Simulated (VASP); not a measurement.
# I (Fmmm) in VASP: settings compared

The runs below take I through single point, with PBE, LDA, RPBE.

Program: VASP 6.6.1. These are calculated values, not measurements. Logs are shortened: lines on timing, memory, paths and dates and some standing lists are left out, and cuts for length are marked.

## 1. The cell of the first run

It takes space group Fmmm (No. 69, orthorhombic). The conventional cell has a = 4.384 Å, b = 4.731 Å, c = 7.820 Å, α = 90.00°, β = 90.00°, γ = 90.00°. I (site symmetry mmm) has 4 I at 3.23 Å within 4.2 Å.

## 2. Single point, PBE

Contents of INCAR:

```
SYSTEM = I
PREC     = Accurate       ! precision mode
ENCUT    = 520            ! plane-wave cutoff, eV
EDIFF    = 1E-6           ! SCF threshold, eV
ISMEAR   = 0              ! smearing method
SIGMA    = 0.012          ! smearing width, eV
LREAL    = .FALSE.        ! projectors in reciprocal space
LASPH    = .TRUE.         ! aspherical terms in the spheres
NELM     = 80             ! most SCF steps
ALGO     = Normal         ! electronic algorithm
ISIF     = 2              ! what is computed and relaxed
LWAVE    = .FALSE.        ! write WAVECAR
LCHARG   = .FALSE.        ! write CHGCAR
GGA      = PE             ! functional
NBANDS   = 10             ! bands
```

Contents of KPOINTS:

```
Automatic mesh
0
G
  9 9 9
  0 0 0
```

Contents of POSCAR:

```
I
1.0
    0.0000000000      2.3656004428      3.9098401324
    2.1922454667      0.0000000000      3.9098401324
    2.1922454667      2.3656004428      0.0000000000
I
1
Direct
    0.0000000000      0.0000000000      0.0000000000
```

Potentials or basis: VASP PAW PBE potentials, release 64 (I).

Started as:

```sh
$ cat potpaw_PBE.64/I/POTCAR > POTCAR
$ mpirun -np 1 vasp_std > vasp.out
```

OUTCAR:

```text
SYSTEM = I
   PREC = Accurate
   ENCUT = 520
   EDIFF = 1E-6
   ISMEAR = 0
   LREAL = .FALSE.
   LASPH = .TRUE.
   NELM = 80
   ISIF = 2
   GGA = PE

 ion  position               nearest neighbor table
   1  0.000  0.000  0.000-

  LATTYP: Found a face centered orthorhombic cell.
 ALAT       =     4.3844909334
 B/A-ratio  =     1.0790764441
 C/A-ratio  =     1.7834864717

  Lattice vectors:

 A1 = (   0.0000000000,   2.3656004428,   3.9098401324)
 A2 = (   2.1922454667,   0.0000000000,   3.9098401324)
 A3 = (   2.1922454667,   2.3656004428,   0.0000000000)

Analysis of symmetry for initial positions (statically):
=====================================================================
 Subroutine PRICEL returns:
 Original cell was already a primitive cell.

 Routine SETGRP: Setting up the symmetry group for a
 face centered orthorhombic supercell.

 Subroutine GETGRP returns: Found  8 space group operations
 (whereof  8 operations were pure point group operations)
 out of a pool of  8 trial point group operations.

The static configuration has the point symmetry D_2h.

Analysis of symmetry for dynamics (positions and initial velocities):
=====================================================================
 Subroutine PRICEL returns:
 Original cell was already a primitive cell.

 Routine SETGRP: Setting up the symmetry group for a
 face centered orthorhombic supercell.

 Subroutine GETGRP returns: Found  8 space group operations
 (whereof  8 operations were pure point group operations)
 out of a pool of  8 trial point group operations.

The dynamic configuration has the point symmetry D_2h.

 Subroutine INISYM returns: Found  8 space group operations
 (whereof  8 operations are pure point group operations),
 and found     1 'primitive' translations

----------------------------------------------------------------------------------------

                                     Primitive cell

  volume of cell :      40.5527

  direct lattice vectors                    reciprocal lattice vectors
     0.000000000  2.365600443  3.909840132    -0.228076649  0.211362828  0.127882467
     2.192245467  0.000000000  3.909840132     0.228076649 -0.211362828  0.127882467
     2.192245467  2.365600443  0.000000000     0.228076649  0.211362828 -0.127882467

  length of vectors
     4.569782852  4.482498193  3.225214046     0.336224818  0.336224818  0.336224818

  position of ions in fractional coordinates (direct lattice)
     0.000000000  0.000000000  0.000000000

  ion indices of the primitive-cell ions
   primitive index   ion index
                 1           1

----------------------------------------------------------------------------------------

 KPOINTS: Automatic mesh

Automatic generation of k-mesh.
 Grid dimensions read from file:
 generate k-points for:    9    9    9

 Generating k-lattice:

  Cartesian coordinates                     Fractional coordinates (reciprocal lattice)
    -0.025341850  0.023484759  0.014209163     0.111111111  0.000000000  0.000000000
     0.025341850 -0.023484759  0.014209163     0.000000000  0.111111111  0.000000000
     0.025341850  0.023484759 -0.014209163     0.000000000  0.000000000  0.111111111

  Length of vectors
     0.037358313  0.037358313  0.037358313

  Shift w.r.t. Gamma in fractional coordinates (k-lattice)
     0.000000000  0.000000000  0.000000000

 Subroutine IBZKPT returns following result:
 ===========================================

 Found    125 irreducible k-points:

 Following reciprocal coordinates:
            Coordinates               Weight
  0.000000  0.000000  0.000000      1.000000
  0.111111  0.000000  0.000000      8.000000
  0.222222  0.000000  0.000000      8.000000
  0.333333  0.000000  0.000000      8.000000
  0.444444  0.000000  0.000000      8.000000
  0.111111  0.111111  0.000000      2.000000
[... 16 lines left out ...]
 -0.333333  0.333333 -0.000000      4.000000
  0.444444  0.444444  0.000000      2.000000
 [... further k-points ...]
   k-points           NKPTS =    125   k-points in BZ     NKDIM =    125   number of bands    NBANDS=     10
   number of dos      NEDOS =    301   number of ions     NIONS =      1
   total plane-waves  NPLWV =  31104
   dimension x,y,z NGX =    36 NGY =   36 NGZ =   24
   dimension x,y,z NGXF=    72 NGYF=   72 NGZF=   48
   ions per type =               1
   NGX,Y,Z   is equivalent  to a cutoff of  13.10, 13.35, 12.37 a.u.
   NGXF,Y,Z  is equivalent  to a cutoff of  26.19, 26.70, 24.74 a.u.
 SYSTEM =  I
   PREC   = accura    normal or accurate (medium, high low for compatibility)
   ISTART =      0    job   : 0-new  1-cont  2-samecut
   ICHARG =      2    charge: 1-file 2-atom 10-const
   ISPIN  =      1    spin polarized calculation?
   LNONCOLLINEAR =      F non collinear calculations
   LSORBIT =      F    spin-orbit coupling
   LASPH  =      T    aspherical Exc in radial PAW
   ENCUT  =  520.0 eV  38.22 Ry    6.18 a.u.   8.50  8.33  6.00*2*pi/ulx,y,z
   NELM   =     80;   NELMIN=  2; NELMDL= -5     # of ELM steps
   EDIFF  = 0.1E-05   stopping-criterion for ELM
   LREAL  =      F    real-space projection
   EDIFFG = 0.1E-04   stopping-criterion for IOM
   NSW    =      0    number of steps for IOM
   IBRION =     -1    ionic relax: 0-MD 1-quasi-New 2-CG
   NFREE  =      0    steps in history (QN), initial steepest desc. (CG)
   ISIF   =      2    stress and relaxation
   ISYM   =      2    0-nonsym 1-usesym 2-fastsym
   POTIM  = 0.5000    time-step for ionic-motion
   TEBEG  =    0.0;   TEEND  =   0.0 temperature during run
   PSTRESS=    0.0 pullay stress
   NELECT =       7.0000    total number of electrons
   NUPDOWN=      -1.0000    fix difference up-down
   EMIN   =  10.00;   EMAX   =-10.00  energy-range for DOS
   EFERMI =   0.00;   METHOD = LEGACY
   ISMEAR =     0;   SIGMA  =   0.01  broadening in eV -4-tet -1-fermi 0-gaus
   EFERMI_NEDOS =   21; number of points for ismear=-14 and -15
   IALGO  =     38    algorithm
   IMIX   =      4    mixing-type and parameters
     AMIX     =   0.40;   BMIX     =  1.00
     AMIX_MAG =   1.60;   BMIX_MAG =  1.00
  volume/ion in A,a.u.               =      40.55       273.66
  Fermi-wavevector in a.u.,A,eV,Ry     =   0.911523  1.722529 11.304731  0.830874
  Thomas-Fermi vector in A             =   2.035812
   LORBIT       =      0    0 simple, 1 ext, 2 COOP (PROOUT), +10 PAW based schemes
   GGA     = PE    functional components
   LHFCALC =     F    Hartree Fock is set to
   AEXX    =    0.0000 exact exchange contribution
   IVDW    =     0    specifies the selected vdW correction
   LEPSILON=     F    determine dielectric tensor
   LRPA    =     F    only Hartree local field effects (RPA)
 non-spin polarized calculation
 Gauss-broadening in eV      SIGMA  =   0.01
  energy-cutoff  :      520.00
  volume of cell :       40.55
 maximum number of plane-waves:      1109
 NGX is ok and might be reduce to    36
   NGX = 17   NGY = 17   NGZ = 11

 number of electron       7.0000000 magnetization

 Free energy of the ion-electron system (eV)
  ---------------------------------------------------
  ext. energy  EPLUGINS =         0.00000000
  ---------------------------------------------------
  free energy    TOTEN  =        -1.38908854 eV

  energy without entropy =       -1.38900951  energy(sigma->0) =       -1.38904902

 E-fermi :   3.4932     XC(G=0):  -8.2597

 val. band max:        3.4764430629   @ k =   0.4444   0.3333   0.1111
 cond. band min:       3.4942449458   @ k =  -0.2222   0.0000   0.1111
 fundamental gap:      0.0178018828
 Fermi energy:         3.4931714627

 k-point     1 :       0.0000    0.0000    0.0000
  band No.  band energies     occupation
      1     -10.3836      2.00000
      2       1.5531      2.00000
      3       4.2732      0.00000
      4       4.5466      0.00000
      5       8.0362      0.00000
      6      10.9729      0.00000
      7      11.7009      0.00000
      8      15.6111      0.00000
      9      15.9271      0.00000
     10      15.9287      0.00000

 k-point     2 :       0.1111    0.0000    0.0000
  band No.  band energies     occupation
      1     -10.2524      2.00000
      2       1.5497      2.00000
      3       3.2981      2.00000
      4       4.5033      0.00000
      5       8.3988      0.00000
      6      11.3601      0.00000
      7      12.7353      0.00000
      8      13.4643      0.00000
      9      15.9172      0.00000
     10      16.6177      0.00000

 k-point     3 :       0.2222    0.0000    0.0000
  band No.  band energies     occupation
      1      -9.8862      2.00000
      2       1.2217      2.00000
      3       1.6738      2.00000
      4       4.7117      0.00000
      5       9.1321      0.00000
      6      11.5837      0.00000
      7      11.7871      0.00000
      8      15.4238      0.00000
      9      16.3479      0.00000
     10      17.0563      0.00000

 k-point     4 :       0.3333    0.0000    0.0000
  band No.  band energies     occupation
      1      -9.3878      2.00000
      2      -0.4916      2.00000
      3       1.6835      2.00000
      4       4.9830      0.00000
      5       8.9823      0.00000
      6      11.8405      0.00000
      7      12.2070      0.00000
      8      15.5816      0.00000
      9      17.0841      0.00000
     10      17.6722      0.00000
[... 222 lines left out ...]
 k-point    22 :      -0.4444    0.3333   -0.0000
  band No.  band energies     occupation
      1      -9.6981      2.00000
      2       0.0311      2.00000
      3       1.1378      2.00000
      4       4.5587      0.00000
      5      11.1897      0.00000
      6      12.2023      0.00000
      7      14.4520      0.00000
      8      16.7503      0.00000
      9      17.2248      0.00000
     10      17.5319      0.00000

 k-point    23 :      -0.3333    0.3333   -0.0000
  band No.  band energies     occupation
      1      -9.2607      2.00000
      2      -0.5827      2.00000
      3       0.6170      2.00000
      4       4.8858      0.00000
      5      10.8554      0.00000
      6      11.7810      0.00000
      7      13.9339      0.00000
      8      15.8755      0.00000
      9      17.7408      0.00000
     10      18.0820      0.00000

 k-point    24 :       0.4444    0.4444    0.0000
  band No.  band energies     occupation
      1     -10.1432      2.00000
      2      -0.5177      2.00000
      3       4.0566      0.00000
      4       4.3502      0.00000
      5      10.4657      0.00000
      6      10.8052      0.00000
      7      13.8619      0.00000
      8      18.2932      0.00000
      9      18.3768      0.00000
     10      18.5667      0.00000

 [... further k-points ...]

------------------------ aborting loop because EDIFF is reached ----------------------------------------

  FORCE on cell =-STRESS in cart. coord.  units (eV):
  Direction    XX          YY          ZZ          XY          YZ          ZX
  --------------------------------------------------------------------------------------
  -------------------------------------------------------------------------------------
  Total        0.0995356      0.0178550      0.1901760      0.0000000      0.0000000      0.0000000
  in kB        3.9325073      0.7054234      7.5135765      0.0000000      0.0000000      0.0000000
  external PRESSURE =       4.0505024 kB  Pullay stress =       0.0000000 kB

 VOLUME and BASIS-vectors are now :
 -----------------------------------------------------------------------------
  energy-cutoff  :      520.00
  volume of cell :       40.55
      direct lattice vectors                 reciprocal lattice vectors
     0.000000000  2.365600443  3.909840132    -0.228076649  0.211362828  0.127882467
     2.192245467  0.000000000  3.909840132     0.228076649 -0.211362828  0.127882467
     2.192245467  2.365600443  0.000000000     0.228076649  0.211362828 -0.127882467

 POSITION                                       TOTAL-FORCE (eV/Angst)
 -----------------------------------------------------------------------------------
      0.00000      0.00000      0.00000         0.000000      0.000000     -0.000000
 -----------------------------------------------------------------------------------
    total drift:                                0.000000      0.000000      0.000000

  FREE ENERGIE OF THE ION-ELECTRON SYSTEM (eV)
  ---------------------------------------------------
  free  energy   TOTEN  =        -1.3890885384 eV

  energy  without entropy=       -1.3890095098  energy(sigma->0) =       -1.38904902
```

It took 30 s on 1 thread of Intel Xeon 6975P-C, shared host; peak memory 0.2 GiB.

What came out:

```yaml
Free_energy: -1.3891 eV
Pressure: 0.4 GPa
```

Stress tensor (GPa, compression positive):
```
0.39 0.00 0.00
0.00 0.07 0.00
0.00 0.00 0.75
```

Levels at points of the mesh, in eV from the Fermi level:
```tsv
k point	band 1	band 2	band 3	band 4	band 5	band 6	band 7	band 8	band 9
(0.00, 0.00, 0.00)	-13.88	-1.94	0.78	1.05	4.54	7.48	8.21	12.12	12.43
```

Caveat: spin-orbit coupling is left out, which moves the levels of the heavy elements; an odd number of electrons without spin polarisation forces a metal; a magnetic or distorted state may lie lower.

[end of part 1 of 2]
